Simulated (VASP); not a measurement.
Wanted: the native input for a VASP 6.6.1 run.

```
Task                   : single point
Functional             : PBE
Potentials or basis    : VASP PAW PBE potentials, release 64 (Al, Ru_pv)
Cutoff                 : 520 eV
k mesh                 : 14 × 14 × 14
Occupations            : gaussian, width 0.1 eV
Spin                   : no spin polarisation
Dipole correction      : no
Further INCAR settings : ALGO = Fast; EDIFF = 1e-06; NBANDS = 16
```

The structure of AlRu lies in POSCAR:

```
AlRu
1.0
    2.8787662148      0.0000000000      0.0000000000
    0.0000000000      2.8787662148      0.0000000000
    0.0000000000      0.0000000000      2.8787662148
Al Ru
1 1
Direct
    0.0000000000      0.0000000000      0.0000000000
    0.5000000000      0.5000000000      0.5000000000
```

This cell differs from its parent crystal: volume scaled by 0.88.

These files were run (other wordings do the same):

INCAR

```
PREC     = Accurate       # precision mode
ENCUT    = 520            # plane-wave cutoff, eV
EDIFF    = 1E-6           # SCF threshold, eV
ISMEAR   = 0              # smearing method
SIGMA    = 0.1            # smearing width, eV
LREAL    = False          # projectors in reciprocal space
LASPH    = True           # aspherical terms in the spheres
NELM     = 80             # most SCF steps
ALGO     = Fast           # electronic algorithm
ISIF     = 2              # what is computed and relaxed
LWAVE    = False          # write WAVECAR
LCHARG   = True           # write CHGCAR
GGA      = PE             # functional
LELF     = True           # ELF
LVHAR    = True         
NBANDS   = 16             # bands
```

KPOINTS

```
regular mesh
0
Gamma
  14 14 14
```

Potentials or basis: VASP PAW PBE potentials, release 64 (Al, Ru_pv).

Launch:

```sh
$ cat potpaw_PBE.64/Al/POTCAR potpaw_PBE.64/Ru_pv/POTCAR > POTCAR
$ mpirun -np 1 vasp_std > vasp.out
```

It gave:

```
Pressure : 34.4 GPa
```

Wall time 39 s on 1 thread of AMD EPYC 9R45 (Zen 5), on a shared host, peak memory 0.13 GiB.
